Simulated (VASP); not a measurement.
# Ge6MoW2: single point with PBE

Crystal: Ge6MoW2.

```
Ge Mo W
1.0
     0.00000    4.14418    7.08785
     2.36216    0.00000    7.08785
     2.36216    4.14418    0.00000
Ge Mo W
6 1 2
Cartesian
  2.3622 2.7993 2.3599
  2.3622 2.7997 7.0879
  2.3622 2.7993 11.8158
  2.3622 5.4890 2.3599
  2.3622 5.4886 7.0879
  2.3622 5.4890 11.8158
  0.0000 0.0000 0.0000
  2.3622 4.1442 9.4460
  2.3622 4.1442 4.7297
```

```
Program                : VASP 6.6.1
Task                   : single point
Functional             : PBE
Potentials or basis    : VASP PAW PBE potentials, release 64 (Ge_d, Mo_sv, W_sv)
Cutoff                 : 520 eV
k mesh                 : 4 × 4 × 4
Occupations            : gaussian, width 0.1 eV
Spin                   : no spin polarisation
Dipole correction      : no
Further INCAR settings : ALGO = Normal; EDIFF = 1e-06; NBANDS = 73
```

```
Pressure               : 0.3 GPa
Largest force          : 0.020 eV/Å
Band gap on the k mesh : zero (bands 63 and 64 overlap by 1.02 eV)
```

Forces on the atoms (eV/Å):
```
Ge   0.000  0.011  0.002
Ge   0.000  0.020  0.000
Ge   0.000  0.011 -0.002
Ge   0.000 -0.011  0.002
Ge   0.000 -0.020  0.000
Ge   0.000 -0.011 -0.002
Mo   0.000  0.000  0.000
W    0.000  0.000 -0.006
W    0.000  0.000  0.006
```

Stress tensor (GPa, compression positive):
```
0.01 0.00 0.00
0.00 0.18 0.00
0.00 0.00 0.75
```

Levels at points of the mesh, in eV from the Fermi level:
| k point | band 59 | band 60 | band 61 | band 62 | band 63 | band 64 | band 65 | band 66 | band 67 | band 68 |
| --- | --- | --- | --- | --- | --- | --- | --- | --- | --- | --- |
| (0.00, 0.00, 0.00) | -2.17 | -2.11 | -1.90 | -1.76 | 0.63 | 2.52 | 2.72 | 2.83 | 2.84 | 2.95 |
| (0.50, 0.00, 0.00) | -1.87 | -1.86 | -1.47 | -1.44 | 0.03 | 1.39 | 1.57 | 1.64 | 1.91 | 2.16 |
| (0.50, 0.50, 0.00) | -1.72 | -1.62 | -1.29 | -1.26 | -1.15 | 1.28 | 1.57 | 2.26 | 2.27 | 2.82 |
| (0.50, 0.00, 0.50) | -1.78 | -1.61 | -0.45 | -0.45 | -0.39 | -0.38 | 0.67 | 0.95 | 1.06 | 1.06 |
| (0.00, 0.50, 0.50) | -1.07 | -1.05 | -1.01 | -0.54 | -0.43 | -0.01 | 0.15 | 1.07 | 1.34 | 2.28 |

Run time: 9.6 min on 1 thread of Intel Xeon 8259CL (shared host), peak memory 0.42 GiB.

Caveat: the k points lie up to 0.40 Å⁻¹ apart, too coarse for converged energies and pressures of a metal; spin-orbit coupling is left out, which moves the levels of the heavy elements.
